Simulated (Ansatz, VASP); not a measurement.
**CsLi2 in VASP and in Ansatz**

File INCAR:

```
PREC = Accurate
ENCUT = 600
EDIFF = 1E-6
ISMEAR = -1
SIGMA = 0.05
LREAL = False
LASPH = True
NELM = 80
ALGO = Fast
ISIF = 3
LWAVE = False
LCHARG = False
GGA = PE
IBRION = 2
NSW = 60
EDIFFG = -0.02
```

KPOINTS

```
Automatic mesh
0
Gamma
  8 8 3
```

File POSCAR:

```
CsLi2
1.0
    3.9663300000      0.0000000000      0.0000000000
   -1.9831700000      3.4349500000      0.0000000000
    0.0000000000      0.0000000000     10.0283800000
Cs Li
1 2
Direct
    0.0000000000      0.0000000000      0.0000000000
    0.3333300000      0.6666700000      0.3486300000
    0.3333300000      0.6666700000      0.6513700000
```

File input.yaml:

```yaml
crystal:
  lattice:
    - [3.96633, 0.0, 0.0]
    - [-1.98317, 3.43495, 0.0]
    - [0.0, 0.0, 10.02838]
  atoms:
    - { symbol: Cs, position: [0.0, 0.0, 0.0] }
    - { symbol: Li, position: [0.33333, 0.66667, 0.34863] }
    - { symbol: Li, position: [0.33333, 0.66667, 0.65137] }
hamiltonian:
  xc: pbe
  pseudopotentials: { kind: paw }
kpoints:
  mp_grid: { grid: [8, 8, 3] }
scf:
  occupations: { method: fermi_dirac, width: 0.05 }
output:
  forces: true
  stress: true
  eigenvalues: true
  write_density: true
  write_potential: true
  elf: true
  volumetric_format: npy
relax:
  f_tol: 0.01
  max_steps: 40
  cell: { stress_tol: 0.05 }
```

Alike in both runs: task relaxation of cell and atoms; functional PBE; k mesh 8 × 8 × 3; occupations fermi-dirac, width 0.05 eV; no spin polarisation.

|  | VASP | Ansatz |
| --- | --- | --- |
| version | VASP 6.6.1 | Ansatz 0.2.0 |
| potentials or method | VASP PAW PBE potentials, release 64 (Cs_sv_GW, Li_sv_GW) | Ansatz PAW |
| plane-wave cutoff (eV) | 600 | 420 |
| valence electrons in the cell | 15 | 15 |

|  | VASP | Ansatz | Ansatz less VASP |
| --- | --- | --- | --- |
| gap on the k mesh at the Fermi level, each at its own relaxed structure (eV) | none | none | - |
| relaxed volume (Å³/atom) | 45.26 | 45.48 | +0.212 |
| relaxed cell length with the largest relative difference (Å) | 3.972 | 3.981 | +0.0096 |

A gap of «none» marks a metal or a gap that the smearing closes.

Neither program's run includes spin-orbit coupling. Noted on Ansatz's run: the plane-wave basis is chosen anew once the cell has moved, so the energies of steps on either side of that aren't comparable.
